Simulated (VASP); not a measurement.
# MgF2 (P4_2/mnm) in VASP: a series of runs, part 2 of 2

VASP 6.6.1. Earlier steps stand in the parts before.

**3. Single point, PBEsol (10.65 Å³/atom)**

This run uses another cell than the first one, of 10.65 Å³/atom.

Contents of INCAR:

```
  PREC = Accurate
  ENCUT = 600
  EDIFF = 1E-6
  ISMEAR = 0
  SIGMA = 0.02
  LREAL = False
  LASPH = True
  NELM = 120
  ALGO = Normal
  ISIF = 2
  LWAVE = False
  LCHARG = False
  GGA = PS
  NBANDS = 25
  GGA_COMPAT = False
```

Contents of KPOINTS:

```
Automatic mesh
0
Gamma
  6 6 8
```

Contents of POSCAR:

```
MgF2
1.0
    4.5875998617      0.0000000000      0.0000000000
    0.0000000000      4.5875998617      0.0000000000
    0.0000000000      0.0000000000      3.0369820331
Mg F
2 4
Direct
    0.0000000000      0.0000000000      0.0000000000
    0.5000000000      0.5000000000      0.5000000000
    0.3028752268      0.3028752268      0.0000000000
    0.1971247732      0.8028752268      0.5000000000
    0.6971247732      0.6971247732      0.0000000000
    0.8028752268      0.1971247732      0.5000000000
```

Potentials or basis: VASP PAW PBE potentials, release 64 (Mg, F).

Launch:

```bash
$ cat potpaw_PBE.64/Mg/POTCAR potpaw_PBE.64/F/POTCAR > POTCAR
$ mpirun -np 1 vasp_std > vasp.out
```

OUTCAR:

```text
PREC = Accurate
   ENCUT = 600
   EDIFF = 1E-6
   ISMEAR = 0
   LREAL = False
   LASPH = True
   NELM = 120
   ISIF = 2
   GGA = PS

 ion  position               nearest neighbor table
   1  0.000  0.000  0.000-   3 1.97   5 1.97   4 1.99   6 1.99   4 1.99   6 1.99   2 3.58   2 3.58
                             2 3.58   2 3.58   2 3.58   2 3.58   2 3.58   2 3.58
   2  0.500  0.500  0.500-   4 1.97   6 1.97   5 1.99   3 1.99   3 1.99   5 1.99   1 3.58   1 3.58
                             1 3.58   1 3.58   1 3.58   1 3.58   1 3.58   1 3.58
   3  0.303  0.303  0.000-   1 1.97   2 1.99   2 1.99
   4  0.197  0.803  0.500-   2 1.97   1 1.99   1 1.99
   5  0.697  0.697  0.000-   1 1.97   2 1.99   2 1.99
   6  0.803  0.197  0.500-   2 1.97   1 1.99   1 1.99

  LATTYP: Found a simple tetragonal cell.
 ALAT       =     4.5875998617
 C/A-ratio  =     0.6619980218

  Lattice vectors:

 A1 = (   4.5875998617,   0.0000000000,   0.0000000000)
 A2 = (   0.0000000000,   4.5875998617,   0.0000000000)
 A3 = (   0.0000000000,   0.0000000000,   3.0369820331)

Analysis of symmetry for initial positions (statically):
=====================================================================
 Subroutine PRICEL returns:
 Original cell was already a primitive cell.

 Routine SETGRP: Setting up the symmetry group for a
 simple tetragonal supercell.

 Subroutine GETGRP returns: Found 16 space group operations
 (whereof  8 operations were pure point group operations)
 out of a pool of 16 trial point group operations.

The static configuration has the point symmetry D_2h.
 The point group associated with its full space group is D_4h.

Analysis of symmetry for dynamics (positions and initial velocities):
=====================================================================
 Subroutine PRICEL returns:
 Original cell was already a primitive cell.

 Routine SETGRP: Setting up the symmetry group for a
 simple tetragonal supercell.

 Subroutine GETGRP returns: Found 16 space group operations
 (whereof  8 operations were pure point group operations)
 out of a pool of 16 trial point group operations.

The dynamic configuration has the point symmetry D_2h.
 The point group associated with its full space group is D_4h.

 Subroutine INISYM returns: Found 16 space group operations
 (whereof  8 operations are pure point group operations),
 and found     1 'primitive' translations

----------------------------------------------------------------------------------------

                                     Primitive cell

  volume of cell :      63.9165

  direct lattice vectors                    reciprocal lattice vectors
     4.587599862  0.000000000  0.000000000     0.217978906  0.000000000  0.000000000
     0.000000000  4.587599862  0.000000000     0.000000000  0.217978906  0.000000000
     0.000000000  0.000000000  3.036982033     0.000000000  0.000000000  0.329274256

  length of vectors
     4.587599862  4.587599862  3.036982033     0.217978906  0.217978906  0.329274256

  position of ions in fractional coordinates (direct lattice)
     0.000000000  0.000000000  0.000000000
     0.500000000  0.500000000  0.500000000
     0.302875227  0.302875227  0.000000000
     0.197124773  0.802875227  0.500000000
     0.697124773  0.697124773  0.000000000
     0.802875227  0.197124773  0.500000000

  ion indices of the primitive-cell ions
   primitive index   ion index
                 1           1
                 2           2
[... 38 lines left out ...]
  0.333333  0.166667  0.000000      8.000000
[... 16 lines left out ...]
  0.333333  0.000000  0.250000      8.000000
  0.500000  0.000000  0.250000      4.000000
 [... further k-points ...]
   k-points           NKPTS =     50   k-points in BZ     NKDIM =     50   number of bands    NBANDS=     25
   number of dos      NEDOS =    301   number of ions     NIONS =      6
   total plane-waves  NPLWV =  38400
   dimension x,y,z NGX =    40 NGY =   40 NGZ =   24
   dimension x,y,z NGXF=    80 NGYF=   80 NGZF=   48
   ions per type =               2   4
   NGX,Y,Z   is equivalent  to a cutoff of  14.50, 14.50, 13.14 a.u.
   NGXF,Y,Z  is equivalent  to a cutoff of  28.99, 28.99, 26.28 a.u.
 SYSTEM =  unknown system
   PREC   = accura    normal or accurate (medium, high low for compatibility)
   ISTART =      0    job   : 0-new  1-cont  2-samecut
   ICHARG =      2    charge: 1-file 2-atom 10-const
   ISPIN  =      1    spin polarized calculation?
   LNONCOLLINEAR =      F non collinear calculations
   LSORBIT =      F    spin-orbit coupling
   LASPH  =      T    aspherical Exc in radial PAW
   ENCUT  =  600.0 eV  44.10 Ry    6.64 a.u.   9.16  9.16  6.07*2*pi/ulx,y,z
   NELM   =    120;   NELMIN=  2; NELMDL= -5     # of ELM steps
   EDIFF  = 0.1E-05   stopping-criterion for ELM
   LREAL  =      F    real-space projection
   EDIFFG = 0.1E-04   stopping-criterion for IOM
   NSW    =      0    number of steps for IOM
   IBRION =     -1    ionic relax: 0-MD 1-quasi-New 2-CG
   NFREE  =      0    steps in history (QN), initial steepest desc. (CG)
   ISIF   =      2    stress and relaxation
   ISYM   =      2    0-nonsym 1-usesym 2-fastsym
   POTIM  = 0.5000    time-step for ionic-motion
   TEBEG  =    0.0;   TEEND  =   0.0 temperature during run
   PSTRESS=    0.0 pullay stress
   NELECT =      32.0000    total number of electrons
   NUPDOWN=      -1.0000    fix difference up-down
   EMIN   =  10.00;   EMAX   =-10.00  energy-range for DOS
   EFERMI =   0.00;   METHOD = LEGACY
   ISMEAR =     0;   SIGMA  =   0.02  broadening in eV -4-tet -1-fermi 0-gaus
   EFERMI_NEDOS =   21; number of points for ismear=-14 and -15
   IALGO  =     38    algorithm
   IMIX   =      4    mixing-type and parameters
     AMIX     =   0.40;   BMIX     =  1.00
     AMIX_MAG =   1.60;   BMIX_MAG =  1.00
  volume/ion in A,a.u.               =      10.65        71.89
  Fermi-wavevector in a.u.,A,eV,Ry     =   1.299931  2.456514 22.991415  1.689821
  Thomas-Fermi vector in A             =   2.431163
   LORBIT       =      0    0 simple, 1 ext, 2 COOP (PROOUT), +10 PAW based schemes
   GGA     = PS    functional components
   LHFCALC =     F    Hartree Fock is set to
   AEXX    =    0.0000 exact exchange contribution
   IVDW    =     0    specifies the selected vdW correction
   LEPSILON=     F    determine dielectric tensor
   LRPA    =     F    only Hartree local field effects (RPA)
 non-spin polarized calculation
 Gauss-broadening in eV      SIGMA  =   0.02
  energy-cutoff  :      600.00
  volume of cell :       63.92
 maximum number of plane-waves:      2148
 NGX is ok and might be reduce to    40
   NGX = 19   NGY = 19   NGZ = 13

 number of electron      32.0000018 magnetization

 Free energy of the ion-electron system (eV)
  ---------------------------------------------------
  ext. energy  EPLUGINS =         0.00000000
  ---------------------------------------------------
  free energy    TOTEN  =       -32.59581711 eV

  energy without entropy =      -32.59581711  energy(sigma->0) =      -32.59581711

 E-fermi :  -1.0145     XC(G=0): -10.0985

 val. band max:       -1.1748810654   @ k =   0.0000   0.0000   0.0000
 cond. band min:       5.8900742847   @ k =   0.0000   0.0000   0.0000
 fundamental gap:      7.0649553501
 Fermi energy:        -1.0144919993

 k-point     1 :       0.0000    0.0000    0.0000
  band No.  band energies     occupation
      1     -21.9048      2.00000
      2     -21.0378      2.00000
      3     -21.0378      2.00000
      4     -20.9395      2.00000
      5      -5.3849      2.00000
      6      -3.8037      2.00000
[... 661 lines left out ...]
     24      15.0572      0.00000
     25      16.5356      0.00000

 [... further k-points ...]

------------------------ aborting loop because EDIFF is reached ----------------------------------------

  FORCE on cell =-STRESS in cart. coord.  units (eV):
  Direction    XX          YY          ZZ          XY          YZ          ZX
  --------------------------------------------------------------------------------------
  -------------------------------------------------------------------------------------
  Total        0.8901964      0.8901964      0.8690818      0.0000000      0.0000000      0.0000000
  in kB       22.3142936     22.3142936     21.7850192      0.0000000      0.0000000      0.0000000
  external PRESSURE =      22.1378688 kB  Pullay stress =       0.0000000 kB

 VOLUME and BASIS-vectors are now :
 -----------------------------------------------------------------------------
  energy-cutoff  :      600.00
  volume of cell :       63.92
      direct lattice vectors                 reciprocal lattice vectors
     4.587599862  0.000000000  0.000000000     0.217978906  0.000000000  0.000000000
     0.000000000  4.587599862  0.000000000     0.000000000  0.217978906  0.000000000
     0.000000000  0.000000000  3.036982033     0.000000000  0.000000000  0.329274256

 POSITION                                       TOTAL-FORCE (eV/Angst)
 -----------------------------------------------------------------------------------
      0.00000      0.00000      0.00000         0.000000     -0.000000     -0.000000
      2.29380      2.29380      1.51849         0.000000     -0.000000     -0.000000
      1.38947      1.38947      0.00000         0.001064      0.001064      0.000000
      0.90433      3.68327      1.51849        -0.001064      0.001064     -0.000000
      3.19813      3.19813      0.00000        -0.001064     -0.001064     -0.000000
      3.68327      0.90433      1.51849         0.001064     -0.001064     -0.000000
 -----------------------------------------------------------------------------------
    total drift:                                0.000000     -0.000000      0.000000

  FREE ENERGIE OF THE ION-ELECTRON SYSTEM (eV)
  ---------------------------------------------------
  free  energy   TOTEN  =       -32.5958171064 eV

  energy  without entropy=      -32.5958171064  energy(sigma->0) =      -32.59581711
```

OSZICAR:

```text
N       E                     dE             d eps       ncg     rms          rms(c)
DAV:   1     0.186570636393E+03    0.18657E+03   -0.19207E+04  2580   0.135E+03
DAV:   2    -0.257352144787E+02   -0.21231E+03   -0.20425E+03  3098   0.303E+02
DAV:   3    -0.346866436278E+02   -0.89514E+01   -0.89269E+01  3143   0.600E+01
DAV:   4    -0.347359529170E+02   -0.49309E-01   -0.49303E-01  2831   0.502E+00
DAV:   5    -0.347361952760E+02   -0.24236E-03   -0.24235E-03  3081   0.348E-01    0.901E+00
DAV:   6    -0.325808610869E+02    0.21553E+01   -0.64878E+00  2849   0.184E+01    0.292E+00
DAV:   7    -0.325793932533E+02    0.14678E-02   -0.70905E-02  2713   0.176E+00    0.185E+00
DAV:   8    -0.325954600536E+02   -0.16067E-01   -0.43587E-02  2621   0.212E+00    0.204E-01
DAV:   9    -0.325954532068E+02    0.68468E-05   -0.13216E-03  3219   0.262E-01    0.738E-02
DAV:  10    -0.325958169611E+02   -0.36375E-03   -0.27902E-04  2632   0.119E-01    0.142E-02
DAV:  11    -0.325958171064E+02   -0.14529E-06   -0.56038E-06  3184   0.202E-02
   1 F= -.32595817E+02 E0= -.32595817E+02  d E =-.460125E-32
```

stdout:

```text
POSCAR found type information on POSCAR MgF
 POSCAR found :  2 types and       6 ions
 scaLAPACK will be used
 -----------------------------------------------------------------------------
|                                                                             |
|                                                                             |
|     You enforced a specific xc type in the INCAR file but a different       |
|     I HOPE YOU KNOW WHAT YOU ARE DOING!                                     |
|                                                                             |
 -----------------------------------------------------------------------------

 LDA part: xc-table for (Slater+PW92), standard interpolation
 POSCAR, INCAR and KPOINTS ok, starting setup
 FFT: planning ... GRIDC
 FFT: planning ... GRID_SOFT
 FFT: planning ... GRID
 WAVECAR not read
 entering main loop
```

It took 54 s on 1 thread of Intel Xeon Platinum 8559C (Emerald Rapids), shared host; peak memory 0.23 GiB.

What came out:

```yaml
Free_energy: -32.5958 eV
Pressure: 2.2 GPa
Band_gap_on_the_k_mesh: 7.07 eV
```

Caveat: the PAW data sets were made with another functional, which shifts forces and pressure a little.

**4. Single point, PBEsol**

This run uses another cell than the first one, of 10.98 Å³/atom.

Contents of INCAR:

```
ALGO = Normal
EDIFF = 1E-6
ENCUT = 600
GGA = PS
GGA_COMPAT = False
ISIF = 2
ISMEAR = 0
LASPH = True
LCHARG = False
LREAL = False
LWAVE = False
NBANDS = 25
NELM = 120
PREC = Accurate
SIGMA = 0.02
```

Contents of KPOINTS:

```
k-points
0
Gamma
  6 6 8
```

Contents of POSCAR:

```
MgF2
1.0
    4.6387877434      0.0000000000      0.0000000000
    0.0000000000      4.6387877434      0.0000000000
    0.0000000000      0.0000000000      3.0621929218
Mg F
2 4
Direct
    0.0000000000      0.0000000000      0.0000000000
    0.5000000000      0.5000000000      0.5000000000
    0.3033761532      0.3033761532      0.0000000000
    0.1966238468      0.8033761532      0.5000000000
    0.6966238468      0.6966238468      0.0000000000
    0.8033761532      0.1966238468      0.5000000000
```

Launch:

```bash
$ cat potpaw_PBE.64/Mg/POTCAR potpaw_PBE.64/F/POTCAR > POTCAR
$ mpirun -np 1 vasp_std > vasp.out
```

Run time: 56 s. Hardware: 1 thread of Intel Xeon Platinum 8559C (Emerald Rapids), shared host; peak memory 0.23 GiB.

The run converged. Its results:

```yaml
Free_energy: -32.6101 eV
Pressure: -1.0 GPa
Band_gap_on_the_k_mesh: 6.86 eV
```

Forces on the atoms (eV/Å):
```
Mg   0.000  0.000  0.000
Mg   0.000  0.000  0.000
F    0.002  0.002  0.000
F   -0.002  0.002  0.000
F   -0.002 -0.002  0.000
F    0.002 -0.002  0.000
```

Levels at points of the mesh, in eV from the valence-band top:
```csv
k point,band 12,band 13,band 14,band 15,band 16,band 17,band 18,band 19,band 20,band 21
"(0.00, 0.00, 0.00)",-1.23,-0.74,-0.32,-0.32,0.00,6.86,11.98,11.98,13.47,14.19
"(0.50, 0.00, 0.00)",-1.38,-0.98,-0.98,-0.38,-0.38,9.27,9.27,13.23,13.23,15.28
"(0.50, 0.50, 0.00)",-1.28,-0.95,-0.95,-0.77,-0.77,10.97,10.97,11.05,11.05,17.16
"(0.00, 0.00, 0.50)",-1.43,-1.15,-1.15,-0.85,-0.85,11.59,11.59,14.67,14.67,15.18
"(0.50, 0.00, 0.50)",-1.36,-0.73,-0.73,-0.66,-0.66,12.48,12.48,13.21,13.21,15.53
"(0.50, 0.50, 0.50)",-1.40,-0.60,-0.60,-0.48,-0.48,13.05,13.05,13.07,13.07,14.34
```

Caveat: the PAW data sets were made with another functional, which shifts forces and pressure a little.

**5. The runs side by side**

```tsv
cell	gap on the mesh (eV)	pressure (GPa)
a = 4.536, b = 4.536, c = 3.010 Å, 6 atoms	7.28	6.0
a = 4.588, b = 4.588, c = 3.037 Å, 6 atoms	7.07	2.2
a = 4.639, b = 4.639, c = 3.062 Å, 6 atoms	6.86	-1.0
```

Alike in all rows: task single point; level PBEsol; potentials or basis VASP PAW PBE potentials, release 64 (Mg, F); no spin polarisation; k mesh 6 × 6 × 8; cutoff (eV) 600; smearing gaussian 0.02 eV.

Caveats: the PAW data sets were made with another functional, which shifts forces and pressure a little; the cell stands under pressure (at least some runs).

Total energies depend on the potentials used, so only differences within one code and one set of settings carry meaning.
